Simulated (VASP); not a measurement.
Set up this calculation in VASP 6.6.1, as the native input.

```yaml
Task: single point
Functional: LDA
Potentials_or_basis: VASP PAW LDA potentials, release 64 (Re)
Cutoff: 520 eV
k_mesh: 19 × 19 × 6
Occupations: gaussian, width 0.05 eV
Spin: no spin polarisation
Dipole_correction: no
Further_INCAR_settings: ALGO = Normal; EDIFF = 1e-06; NBANDS = 22
```

The structure of Re lies in POSCAR:

```
Re
1.0
    2.7355611759     -0.0000028546      0.0000000000
   -1.3677781158      2.3690668992      0.0000000000
    0.0000000000      0.0000000000      8.8392423036
Re
4
Direct
    0.0000000000      0.0000000000      0.0000000000
    0.3333333333      0.6666666667      0.2500000000
    0.0000000000      0.0000000000      0.5000000000
    0.6666666667      0.3333333333      0.7500000000
```

The input as run:

INCAR

```
SYSTEM = Re
  PREC = Accurate
  ENCUT = 520
  EDIFF = 1E-6
  ISMEAR = 0
  SIGMA = 0.05
  LREAL = .False.
  LASPH = .True.
  NELM = 60
  ALGO = Normal
  ISIF = 2
  LWAVE = .False.
  LCHARG = .False.
  NBANDS = 22
```

KPOINTS

```
regular mesh
0
Gamma
  19 19 6
  0 0 0
```

Potentials or basis: VASP PAW LDA potentials, release 64 (Re).

Launch:

```console
$ cat potpaw_LDA.64/Re/POTCAR > POTCAR
$ mpirun -np 1 vasp_std > vasp.out
```

It gave:

```yaml
Pressure: 1.6 GPa
Band_gap_on_the_k_mesh: zero (band 14 reaches 9.59 eV, above the bottom of band 15 at 6.88 eV)
```

Caveat: spin-orbit coupling is left out, which moves the levels of the heavy elements.

Wall time 2.4 min on 1 thread of AMD EPYC 7R13 Processor (Zen 3) (shared host), peak memory 0.24 GiB.
